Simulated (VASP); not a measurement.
Wanted: the native input for a VASP 6.6.1 run.

| Item | Value |
| --- | --- |
| Task | relaxation of cell and atoms |
| Functional | PBE |
| Potentials or basis | VASP PAW PBE potentials, release 64 (Ta_pv, H) |
| Cutoff | 600 eV |
| k mesh | 4 × 4 × 4 |
| Occupations | gaussian, width 0.2 eV |
| Spin | no spin polarisation |
| Dipole correction | no |
| Further INCAR settings | ALGO = Normal; EDIFF = 1e-06; IBRION = 2; EDIFFG = -0.08; NSW = 36; ISIF = 3 |

The structure of Ta4H3 lies in POSCAR:

```
Ta4H3
1.0
    4.3890505300      0.0000000000      0.0000000000
    0.0000000000      4.3890505300      0.0000000000
    0.0000000000      0.0000000000      4.5427298700
Ta H
4 3
Direct
    0.2554910200      0.2554910200      0.2597206200
    0.7445089800      0.7445089800      0.2597206200
    0.7445089800      0.2554910200      0.7402793800
    0.2554910200      0.7445089800      0.7402793800
    0.0000000000      0.0000000000      0.0000000000
    0.0000000000      0.0000000000      0.5000000000
    0.5000000000      0.5000000000      0.0000000000
```

The input as run:

INCAR

```
PREC = Accurate
ENCUT = 600
EDIFF = 1E-6
ISMEAR = 0
SIGMA = 0.2
LREAL = False
LASPH = True
NELM = 80
ALGO = Normal
ISIF = 3
LWAVE = False
LCHARG = False
GGA = PE
IBRION = 2
NSW = 36
EDIFFG = -0.08
```

KPOINTS

```
regular mesh
0
Gamma
  4 4 4
```

Potentials or basis: VASP PAW PBE potentials, release 64 (Ta_pv, H).

Command:

```bash
$ cat potpaw_PBE.64/Ta_pv/POTCAR potpaw_PBE.64/H/POTCAR > POTCAR
$ mpirun -np 1 vasp_std > vasp.out
```

It gave:

```yaml
Relaxed_volume: 11.88 Å³/atom
Relaxed_cell: a = 4.080 Å, b = 4.080 Å, c = 4.995 Å, α = 90.00°, β = 90.00°, γ = 90.00°
Space_group_after_relaxing_to_0.05_Å: P-42m (No. 111)
Energy_gained_by_relaxing: 72.2 meV/atom
Ionic_steps: 10
Pressure_after_relaxing: -0.4 GPa
Largest_force_after_relaxing: 0.027 eV/Å
```

Caveat: the relaxation stopped at a loose force limit of 0.08 eV/Å, so its end isn't a converged minimum.

It took 11 min on 1 thread of AMD EPYC 7R13 (shared host), peak memory 0.21 GiB.
